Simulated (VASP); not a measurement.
Crystal: B3As4.

```
CELL_PARAMETERS angstrom
5.54748 0.00000 0.00000
-2.77374 4.80426 0.00000
0.00000 0.00000 4.49349
ATOMIC_POSITIONS crystal
B 0.66667 0.33333 0.68776
B 0.66667 0.33333 0.31224
B 0.66667 0.33333 0.00000
As 0.86774 0.13226 0.50000
As 0.86774 0.73548 0.50000
As 0.26452 0.13226 0.50000
As 0.33333 0.66667 0.00000
```

```yaml
Program: VASP 6.6.1
Task: relaxation of cell and atoms
Functional: PBE
Potentials_or_basis: VASP PAW PBE potentials, release 64 (B, As)
Cutoff: 600 eV
k_mesh: 4 × 4 × 4
Occupations: gaussian, width 0.2 eV
Spin: no spin polarisation
```

At the start: pressure 24.7 GPa; volume 17.11 Å³/atom.

Question: Where does the relaxation end?

Answer: Over 10 steps the energy falls by 453.2 meV/atom and the volume is 22.29 Å³/atom (+30.3 %); space group P-6m2 (No. 187, to 0.05 Å).

Step by step:
| step | energy change (eV) | largest force (eV/Å) | pressure (GPa) | volume (Å³) |
| --- | --- | --- | --- | --- |
| 1 | 0.0000 | 5.6681 | 24.72 | 119.76 |
| 2 | 1.3325 | 19.6535 | 4.32 | 171.58 |
| 3 | -2.3209 | 5.3124 | 7.91 | 138.74 |
| 4 | -2.5629 | 3.4340 | -4.29 | 174.73 |
| 5 | -3.0949 | 0.3365 | -0.38 | 156.30 |
| 6 | -3.0952 | 0.2548 | -0.26 | 155.94 |
| 7 | -3.1604 | 0.3679 | 0.02 | 155.87 |
| 8 | -3.1701 | 0.3706 | 0.23 | 155.80 |
| 9 | -3.1644 | 0.7608 | 0.03 | 156.42 |
| 10 | -3.1723 | 0.0167 | 0.15 | 156.02 |

Final structure:
```yaml
crystal:
  lattice:
    - [6.19751, 0.00000, 0.00000]
    - [-3.09875, 5.36720, 0.00000]
    - [0.00000, 0.00000, 4.69044]
  atoms:
    - { symbol: B, position: [0.66667, 0.33333, 0.67168] }
    - { symbol: B, position: [0.66667, 0.33333, 0.32832] }
    - { symbol: B, position: [0.66667, 0.33333, 0.00000] }
    - { symbol: As, position: [0.85365, 0.14635, 0.50000] }
    - { symbol: As, position: [0.85365, 0.70729, 0.50000] }
    - { symbol: As, position: [0.29271, 0.14635, 0.50000] }
    - { symbol: As, position: [0.33333, 0.66667, 0.00000] }
```

Caveat: the volume moved by over 15 % at a fixed basis, so the end points are rough; the relaxation stopped at a loose force limit of 0.08 eV/Å, so its end isn't a converged minimum.
